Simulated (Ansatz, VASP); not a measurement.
## ZrTi3Si8: VASP beside Ansatz

```
CELL_PARAMETERS angstrom
4.19633 -4.34376 0.00000
4.19633 4.34376 0.00000
0.00000 0.00000 4.88530
ATOMIC_POSITIONS crystal
Zr 0.00000 0.00000 0.50000
Ti 0.00000 0.50000 0.74803
Ti 0.50000 0.00000 0.25197
Ti 0.50000 0.50000 0.00000
Si 0.83426 0.34533 0.24293
Si 0.34533 0.83426 0.75707
Si 0.16574 0.65467 0.24293
Si 0.65467 0.16574 0.75707
Si 0.65651 0.65651 0.50000
Si 0.16878 0.16878 0.00000
Si 0.34349 0.34349 0.50000
Si 0.83122 0.83122 0.00000
```

Alike in both runs: functional PBE; k mesh 6 × 6 × 8; occupations fermi-dirac, width 0.15 eV; no spin polarisation.

Ansatz relaxed the structure, and its values are those at the end. VASP's run is a single point on that final structure, the one shown.

```csv
,VASP,Ansatz
version,VASP 6.6.1,Ansatz 0.2.0
potentials or method,"VASP PAW PBE potentials, release 64 (Zr_sv, Ti_sv, Si), cutoff 520 eV","scalar-relativistic, plane waves, PAW"
valence electrons in the cell,80,80
```

|  | VASP | Ansatz | Ansatz less VASP |
| --- | --- | --- | --- |
| gap on the k mesh at the Fermi level (eV) | none | none | - |
| pressure (GPa) | 0.0 | 0.0 | +0.02 |

A gap of «none» marks a metal or a gap that the smearing closes. The functional is the same, so the differences come from potentials, cutoffs and numerics.
